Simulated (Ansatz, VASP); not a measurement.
## Sc in VASP and in Ansatz

File INCAR:

```
SYSTEM = Sc
PREC = Accurate
ENCUT = 520
EDIFF = 1E-6
ISMEAR = 0
SIGMA = 0.15
LREAL = .FALSE.
LASPH = .TRUE.
NELM = 80
ALGO = Fast
ISIF = 2
LWAVE = .FALSE.
LCHARG = .FALSE.
GGA = PE
NBANDS = 18
```

The input KPOINTS:

```
regular mesh
0
G
  18 18 10
  0 0 0
```

The input POSCAR:

```
Sc
1.0
    3.2591659288      0.0000000000      0.0000000000
   -1.6295829644      2.8225204895      0.0000000000
    0.0000000000      0.0000000000      5.4260400000
Sc
2
Direct
    0.3333333333      0.6666666667      0.2500000000
    0.6666666667      0.3333333333      0.7500000000
```

Input for Ansatz:

```yaml
crystal:
  lattice:
    - [3.2591659288, 0.0, 0.0]
    - [-1.6295829644, 2.8225204895, 0.0]
    - [0.0, 0.0, 5.42604]
  atoms:
    - { symbol: Sc, position: [0.3333333333, 0.6666666667, 0.25] }
    - { symbol: Sc, position: [0.6666666667, 0.3333333333, 0.75] }
basis:
  ecutwfc: 420
kpoints:
  mp_grid: { grid: [18, 18, 10] }
hamiltonian:
  xc: pbe
scf:
  occupations: { method: gaussian, width: 0.15 }
output:
  forces: true
  stress: true
  eigenvalues: true
  write_density: true
  write_potential: true
  elf: true
  volumetric_format: npy
```

Change from the starting cell: strain -0.015 along x and y, +0.030 along z, atoms carried along.

Alike in both runs: task single point; functional PBE; k mesh 18 × 18 × 10; occupations gaussian, width 0.15 eV; no spin polarisation.

|  | VASP | Ansatz |
| --- | --- | --- |
| version | VASP 6.6.1 | Ansatz 0.2.0 |
| potentials or method | VASP PAW PBE potentials, release 64 (Sc_sv), cutoff 520 eV | scalar-relativistic, plane waves, PAW |
| valence electrons in the cell | 22 | 22 |

Ansatz gave:

```
gap on the k mesh at the Fermi level (eV)                     : none
pressure (GPa)                                                : -0.4
traceless stress, the component that is largest in VASP (GPa) : -3.01
```

Question: Which values does VASP return?

Answer: gap on the k mesh at the Fermi level (eV): none; pressure (GPa): -0.4; traceless stress, the component that is largest in VASP (GPa): -3.02.

A gap of «none» marks a metal or a gap that the smearing closes.
